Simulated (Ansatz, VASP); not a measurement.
Two plane-wave programs on In

Contents of INCAR:

```
ALGO = Fast
EDIFF = 1E-6
ENCUT = 520
GGA = PS
ISIF = 2
ISMEAR = -1
LASPH = True
LCHARG = False
LREAL = False
LWAVE = False
NBANDS = 26
NELM = 80
PREC = Accurate
SIGMA = 0.05
```

File KPOINTS:

```
k-points
0
Gamma
  9 9 9
```

Contents of POSCAR:

```
In
1.0
    1.6696368166      0.9639652655      8.2074632500
   -1.6696368166      0.9639652655      8.2074632500
    0.0000000000     -1.9279305310      8.2074632500
In
3
Direct
    0.2219877600      0.2219877600      0.2219877600
    0.7780122400      0.7780122400      0.7780122400
    0.0000000000      0.0000000000      0.0000000000
```

Contents of input.yaml:

```yaml
crystal:
  lattice:
    - [1.6696368166, 0.9639652655, 8.20746325]
    - [-1.6696368166, 0.9639652655, 8.20746325]
    - [0.0, -1.927930531, 8.20746325]
  atoms:
    - { symbol: In, position: [0.22198776, 0.22198776, 0.22198776] }
    - { symbol: In, position: [0.77801224, 0.77801224, 0.77801224] }
    - { symbol: In, position: [0.0, 0.0, 0.0] }
hamiltonian:
  xc: pbesol
  pseudopotentials: { kind: paw }
kpoints:
  mp_grid: { grid: [9, 9, 9] }
scf:
  occupations: { method: fermi_dirac, width: 0.05 }
output:
  forces: true
  stress: true
  eigenvalues: true
  write_density: true
  write_potential: true
  elf: true
  volumetric_format: npy
```

Alike in both runs: task single point; functional PBEsol; k mesh 9 × 9 × 9; occupations fermi-dirac, width 0.05 eV; no spin polarisation.

|  | VASP | Ansatz |
| --- | --- | --- |
| version | VASP 6.6.1 | Ansatz 0.2.0 |
| potentials or method | VASP PAW PBE potentials, release 64 (In_d) | Ansatz PAW |
| plane-wave cutoff (eV) | 520 | 420 |
| valence electrons in the cell | 39 | 39 |

```tsv
	VASP	Ansatz	Ansatz less VASP
gap on the k mesh at the Fermi level (eV)	none	none	-
pressure (GPa)	-1.1	-1.1	-0.06
traceless stress, the component that is largest in VASP (GPa)	-0.38	-0.38	-0.003
rms of the force components (eV/Å)	0.011	0.011	+0.0002
```

VASP's potentials were made for PBE, not for PBEsol. Atom by atom the forces differ by 0.000 eV/Å (rms over components). A gap of «none» marks a metal or a gap that the smearing closes.
